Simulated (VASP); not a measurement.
Input of a VASP 6.6.1 run:

INCAR

```
PREC = Accurate
ENCUT = 520
EDIFF = 1E-6
ISMEAR = 0
SIGMA = 0.1
LREAL = False
LASPH = True
NELM = 100
ALGO = Normal
ISIF = 2
LWAVE = False
LCHARG = True
GGA = PE
IVDW = 12
LELF = True
LVHAR = True
NBANDS = 16
```

File KPOINTS:

```
regular mesh
0
Gamma
  6 6 6
```

File POSCAR:

```
PF2
1.0
    3.9253549200      0.0000000000      0.0000000000
   -1.9626774600      3.3994570800      0.0000000000
    0.0000000000      0.0000000000      2.8309504600
P F
1 2
Direct
    0.0000000000      0.0000000000      0.0000000000
    0.3333333300      0.6666666700      0.5000000000
    0.6666666700      0.3333333300      0.5000000000
```

Potentials or basis: VASP PAW PBE potentials, release 64 (P, F).

Run with:

```bash
$ cat potpaw_PBE.64/P/POTCAR potpaw_PBE.64/F/POTCAR > POTCAR
$ mpirun -np 1 vasp_std > vasp.out
```

(1) Predict the pressure.

(2) Estimate the dispersion energy per atom.

Results:

(1) -10.2 GPa.

(2) -0.140 eV.

Caveat: the k points lie up to 0.37 Å⁻¹ apart, too coarse for converged energies and pressures of a metal; an odd number of electrons without spin polarisation forces a metal; a magnetic or distorted state may lie lower.
